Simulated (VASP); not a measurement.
# Os (P6_3/mmc) in VASP: further runs

Os is run at these levels: r2SCAN; tasks: single point.

Everything below comes from runs of VASP 6.6.1. Logs are shortened: lines on timing, memory, paths and dates and some standing lists are left out, and cuts for length are marked.

### 1 The cell of the first run

The structure is hexagonal, space group P6_3/mmc (No. 194). Conventional cell: a = 2.734 Å, b = 2.734 Å, c = 3.996 Å, α = 90.00°, β = 90.00°, γ = 120.00°. Os (site symmetry -6m2) has 12 Os at 2.55 to 2.73 Å within 3.4 Å.

### 2 Single point, r2SCAN (strain -0.0750 x Voigt [0, 0, 1, 0, 0, 0])

POSCAR

```
Os
1.0
    2.7340999755      0.0000000000      0.0000000000
   -1.3670499878      2.3678000353      0.0000000000
    0.0000000000      0.0000000000      3.9957225000
Os
2
Direct
    0.3333333333      0.6666666667      0.2500000000
    0.6666666667      0.3333333333      0.7500000000
```

INCAR.step1

```
SYSTEM = Os
PREC = Accurate ; ENCUT = 520
ISMEAR = 0 ; SIGMA = 0.15
LREAL = .FALSE. ; LASPH = .TRUE.
NELM = 80 ; NBANDS = 15
GGA = PE ; ALGO = Normal
EDIFF = 1E-4 ; LWAVE = .TRUE.
LCHARG = .FALSE.
```

INCAR.step2

```
SYSTEM = Os
PREC = Accurate ; ENCUT = 520
EDIFF = 1E-6 ; ISMEAR = 0
SIGMA = 0.15 ; LREAL = .FALSE.
LASPH = .TRUE. ; NELM = 80
ALGO = Normal ; ISIF = 2
LWAVE = .FALSE. ; LCHARG = .FALSE.
METAGGA = R2SCAN ; LMIXTAU = .TRUE.
NBANDS = 15 ; ISTART = 1
```

KPOINTS

```
regular mesh
0
G
  21 21 12
  0 0 0
```

Potentials or basis: VASP PAW PBE potentials, release 64 (Os).

Run with:

```bash
$ cat potpaw_PBE.64/Os/POTCAR > POTCAR
$ cp INCAR.step1 INCAR
$ mpirun -np 1 vasp_std > vasp.out
$ cp INCAR.step2 INCAR
$ mpirun -np 1 vasp_std > vasp.out
```

OUTCAR:

```text
SYSTEM = Os
   PREC = Accurate
   ENCUT = 520
   EDIFF = 1E-6
   ISMEAR = 0
   LREAL = .FALSE.
   LASPH = .TRUE.
   NELM = 80
   ISIF = 2
   METAGGA = R2SCAN
   ISTART = 1

 ion  position               nearest neighbor table
   1  0.333  0.667  0.250-   2 2.55   2 2.55   2 2.55   2 2.55   2 2.55   2 2.55
   2  0.667  0.333  0.750-   1 2.55   1 2.55   1 2.55   1 2.55   1 2.55   1 2.55

  LATTYP: Found a hexagonal cell.
 ALAT       =     2.7340999755
 C/A-ratio  =     1.4614397922

  Lattice vectors:

 A1 = (   2.7340999755,   0.0000000000,   0.0000000000)
 A2 = (  -1.3670499878,   2.3678000353,   0.0000000000)
 A3 = (   0.0000000000,   0.0000000000,   3.9957225000)

Analysis of symmetry for initial positions (statically):
=====================================================================
 Subroutine PRICEL returns:
 Original cell was already a primitive cell.

 Routine SETGRP: Setting up the symmetry group for a
 hexagonal supercell.

 Subroutine GETGRP returns: Found 24 space group operations
 (whereof 12 operations were pure point group operations)
 out of a pool of 24 trial point group operations.

The static configuration has the point symmetry D_3d.
 The point group associated with its full space group is D_6h.

Analysis of symmetry for dynamics (positions and initial velocities):
=====================================================================
 Subroutine PRICEL returns:
 Original cell was already a primitive cell.

 Routine SETGRP: Setting up the symmetry group for a
 hexagonal supercell.

 Subroutine GETGRP returns: Found 24 space group operations
 (whereof 12 operations were pure point group operations)
 out of a pool of 24 trial point group operations.

The dynamic configuration has the point symmetry D_3d.
 The point group associated with its full space group is D_6h.

 Subroutine INISYM returns: Found 24 space group operations
 (whereof 12 operations are pure point group operations),
 and found     1 'primitive' translations

----------------------------------------------------------------------------------------

                                     Primitive cell

  volume of cell :      25.8675

  direct lattice vectors                    reciprocal lattice vectors
     2.734099975  0.000000000  0.000000000     0.365751073  0.211166481  0.000000000
    -1.367049988  2.367800035  0.000000000     0.000000000  0.422332961  0.000000000
     0.000000000  0.000000000  3.995722500     0.000000000  0.000000000  0.250267630

  length of vectors
     2.734099975  2.734099976  3.995722500     0.422332961  0.422332961  0.250267630

[... 86 lines left out ...]
   ISIF   =      2    stress and relaxation
   ISYM   =      2    0-nonsym 1-usesym 2-fastsym
   POTIM  = 0.5000    time-step for ionic-motion
   TEBEG  =    0.0;   TEEND  =   0.0 temperature during run
   PSTRESS=    0.0 pullay stress
   NELECT =      16.0000    total number of electrons
   NUPDOWN=      -1.0000    fix difference up-down
   EMIN   =  10.00;   EMAX   =-10.00  energy-range for DOS
   EFERMI =   0.00;   METHOD = LEGACY
   ISMEAR =     0;   SIGMA  =   0.15  broadening in eV -4-tet -1-fermi 0-gaus
   EFERMI_NEDOS =   21; number of points for ismear=-14 and -15
   IALGO  =     38    algorithm
   IMIX   =      4    mixing-type and parameters
     AMIX     =   0.40;   BMIX     =  1.00
     AMIX_MAG =   1.60;   BMIX_MAG =  1.00
  volume/ion in A,a.u.               =      12.93        87.28
  Fermi-wavevector in a.u.,A,eV,Ry     =   1.394858  2.635899 26.471877  1.945628
  Thomas-Fermi vector in A             =   2.518366
   LORBIT       =      0    0 simple, 1 ext, 2 COOP (PROOUT), +10 PAW based schemes
   METAGGA = R2SCAN    functional components
   LHFCALC =     F    Hartree Fock is set to
   AEXX    =    0.0000 exact exchange contribution
   IVDW    =     0    specifies the selected vdW correction
   LEPSILON=     F    determine dielectric tensor
   LRPA    =     F    only Hartree local field effects (RPA)
 non-spin polarized calculation
 Gauss-broadening in eV      SIGMA  =   0.15
  energy-cutoff  :      520.00
  volume of cell :       25.87
 maximum number of plane-waves:       713
   NGX = 11   NGY = 11   NGZ = 15

 number of electron      15.9999999 magnetization

 Free energy of the ion-electron system (eV)
  ---------------------------------------------------
  ext. energy  EPLUGINS =         0.00000000
  ---------------------------------------------------
  free energy    TOTEN  =      -105.46656526 eV

  energy without entropy =     -105.45623570  energy(sigma->0) =     -105.46140048

 E-fermi :  10.5604     XC(G=0): -15.8984

 val. band max:       10.5579473305   @ k =   0.0952   0.0476   0.3333
 cond. band min:      10.5639497182   @ k =   0.1905   0.1905   0.0000
 fundamental gap:      0.0060023877
 Fermi energy:        10.5604465296

 k-point     1 :       0.0000    0.0000    0.0000
  band No.  band energies     occupation
      1      -1.6518      2.00000
      2       1.5627      2.00000
      3       6.7730      2.00000
      4       6.7730      2.00000
      5       7.8450      2.00000
      6       7.8450      2.00000
      7       8.0301      2.00000
      8       8.0301      2.00000
      9       8.2879      2.00000
     10      11.6546      0.00000
     11      12.4265      0.00000
     12      12.4265      0.00000
     13      22.0574      0.00000
     14      24.8887      0.00000
[... 401 lines left out ...]
      2       3.0039      2.00000
      3       4.8267      2.00000
      4       5.1776      2.00000
      5       6.5043      2.00000
      6       7.4257      2.00000
      7       8.5988      2.00000
      8       9.2123      2.00000
      9       9.8541      2.00000
     10      10.6433      0.43456
     11      13.4964      0.00000
     12      19.9022      0.00000
     13      21.8398      0.00000
     14      26.0170      0.00000
     15      27.2498      0.00000

 [... further k-points ...]
[... 5 lines left out ...]
  --------------------------------------------------------------------------------------
  -------------------------------------------------------------------------------------
  Total        4.7910042      4.7910042     14.4202763     -0.0000000      0.0000000      0.0000000
  in kB      296.7443113    296.7443113    893.1603408     -0.0000000      0.0000000      0.0000000
  external PRESSURE =     495.5496545 kB  Pullay stress =       0.0000000 kB

 VOLUME and BASIS-vectors are now :
 -----------------------------------------------------------------------------
  energy-cutoff  :      520.00
  volume of cell :       25.87
      direct lattice vectors                 reciprocal lattice vectors
     2.734099975  0.000000000  0.000000000     0.365751073  0.211166481  0.000000000
    -1.367049988  2.367800035  0.000000000     0.000000000  0.422332961  0.000000000
     0.000000000  0.000000000  3.995722500     0.000000000  0.000000000  0.250267630

 POSITION                                       TOTAL-FORCE (eV/Angst)
 -----------------------------------------------------------------------------------
     -0.00000      1.57853      0.99893         0.000000      0.000000      0.000000
      1.36705      0.78927      2.99679        -0.000000     -0.000000      0.000000
 -----------------------------------------------------------------------------------
    total drift:                               -0.000000      0.000000     -0.000000

  FREE ENERGIE OF THE ION-ELECTRON SYSTEM (eV)
  ---------------------------------------------------
  free  energy   TOTEN  =      -105.4665652564 eV

  energy  without entropy=     -105.4562357034  energy(sigma->0) =     -105.46140048
```

OSZICAR.step1:

```text
N       E                     dE             d eps       ncg     rms          rms(c)
DAV:   1     0.110072984161E+03    0.11007E+03   -0.75493E+03 10080   0.104E+03
DAV:   2    -0.185041892558E+02   -0.12858E+03   -0.11244E+03 10234   0.338E+02
DAV:   3    -0.230882326610E+02   -0.45840E+01   -0.44581E+01 13643   0.574E+01
DAV:   4    -0.231181621340E+02   -0.29929E-01   -0.29859E-01 11039   0.472E+00
DAV:   5    -0.231183167080E+02   -0.15457E-03   -0.15457E-03 13888   0.322E-01    0.281E+01
DAV:   6    -0.221921380568E+02    0.92618E+00   -0.59550E-01 12803   0.649E+00    0.141E+01
DAV:   7    -0.218565457550E+02    0.33559E+00   -0.54959E-01 13125   0.611E+00    0.678E-01
DAV:   8    -0.218500860591E+02    0.64597E-02   -0.91498E-03 10577   0.785E-01    0.342E-01
DAV:   9    -0.218492918369E+02    0.79422E-03   -0.10817E-03 13363   0.317E-01    0.337E-02
DAV:  10    -0.218492788198E+02    0.13017E-04   -0.26031E-05  6685   0.394E-02
   1 F= -.21849279E+02 E0= -.21843799E+02  d E =-.109605E-01
```

Run time: 6.8 min. Hardware: 1 thread of Oxide Virtual Turin-like, shared host; peak memory 0.2 GiB.

Results:

```
Free energy            : -105.4666 eV
Pressure               : 49.6 GPa
Band gap on the k mesh : zero (band 8 reaches 12.75 eV, above the bottom of band 9 at 8.21 eV)
```

Stress tensor (GPa, compression positive):
```
29.67  0.00  0.00
 0.00 29.67  0.00
 0.00  0.00 89.32
```

Levels at points of the mesh, in eV from the Fermi level:
| k point | band 6 | band 7 | band 8 | band 9 | band 10 | band 11 |
| --- | --- | --- | --- | --- | --- | --- |
| (0.00, 0.00, 0.00) | -2.72 | -2.53 | -2.53 | -2.27 | 1.09 | 1.87 |
| (0.00, 0.00, 0.50) | -4.31 | -3.65 | -3.65 | 1.18 | 1.18 | 1.18 |

Caveat: the cell differs from its parent crystal (strain -0.0750 x Voigt [0, 0, 1, 0, 0, 0]); the PAW data sets were made with another functional, which shifts forces and pressure a little; spin-orbit coupling is left out, which moves the levels of the heavy elements.

(Part 1 of 2 ends here.)
